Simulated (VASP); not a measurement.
A run of VASP 6.6.1 is set up as follows.

The input INCAR:

```
PREC = Accurate
ENCUT = 520
EDIFF = 1E-7
ISMEAR = 1
SIGMA = 0.05
LREAL = F
LASPH = T
NELM = 60
ALGO = Fast
ISIF = 2
LWAVE = F
LCHARG = F
GGA = PE
NBANDS = 18
```

The input KPOINTS:

```
regular mesh
0
Gamma
  7 7 4
```

The input POSCAR:

```
RbW
1.0
    3.5466225900      0.0000000000      0.0000000000
   -1.7733112900      3.0714652600      0.0000000000
    0.0000000000      0.0000000000      5.4941446400
Rb W
1 1
Direct
    0.0000000000      0.0000000000      0.5000000000
    0.6666666700      0.3333333300      0.0000000000
```

Potentials or basis: VASP PAW PBE potentials, release 64 (Rb_sv, W_sv).

The run is started by

```sh
$ cat potpaw_PBE.64/Rb_sv/POTCAR potpaw_PBE.64/W_sv/POTCAR > POTCAR
$ mpirun -np 1 vasp_std > vasp.out
```

Q: Predict the band gap on the k mesh.

A: Zero (an odd number of electrons rules out a gap without spin polarisation).

Q: Estimate the pressure.

A: -6.5 GPa.

Stress tensor (GPa, compression positive):
```
-14.47   0.00   0.00
  0.00 -14.47   0.00
  0.00   0.00   9.51
```

Caveat: the stress differs along the axes, from -14 to 10 GPa; spin-orbit coupling is left out, which moves the levels of the heavy elements.
